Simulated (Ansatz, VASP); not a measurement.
**Two plane-wave programs on SnS2**

```
CELL_PARAMETERS angstrom
3.65092 0.00000 0.00000
-1.82546 3.16179 0.00000
0.00000 0.00000 6.07439
ATOMIC_POSITIONS crystal
Sn 0.00000 0.00000 0.00000
S 0.33333 0.66667 0.24265
S 0.66667 0.33333 0.75735
```

Alike in both runs: task single point; functional r2SCAN; k mesh 9 × 9 × 6; occupations gaussian, width 0.02 eV; no spin polarisation.

|  | VASP | Ansatz |
| --- | --- | --- |
| version | VASP 6.6.1 | Ansatz 0.2.0 |
| potentials or method | VASP PAW PBE potentials, release 64 (Sn_d, S), cutoff 550 eV | scalar-relativistic, plane waves, PAW |
| valence electrons in the cell | 26 | 26 |

VASP gave:

```
gap on the k mesh at the Fermi level (eV)                     : 1.86
least direct gap on the mesh (eV)                             : 2.24
pressure (GPa)                                                : 0.7
traceless stress, the component that is largest in VASP (GPa) : -0.61
rms of the force components (eV/Å)                            : 0.042
```

**Question.** Estimate Ansatz's values.

**Answer.** gap on the k mesh at the Fermi level (eV): 1.85; least direct gap on the mesh (eV): 2.24; pressure (GPa): 0.7; traceless stress, the component that is largest in VASP (GPa): -0.60; rms of the force components (eV/Å): 0.041.

VASP's potentials were made for PBE, not for r2SCAN. Atom by atom the forces differ by 0.000 eV/Å (rms over components). With one functional, cell and mesh, what is left measures potentials, basis and numerics.
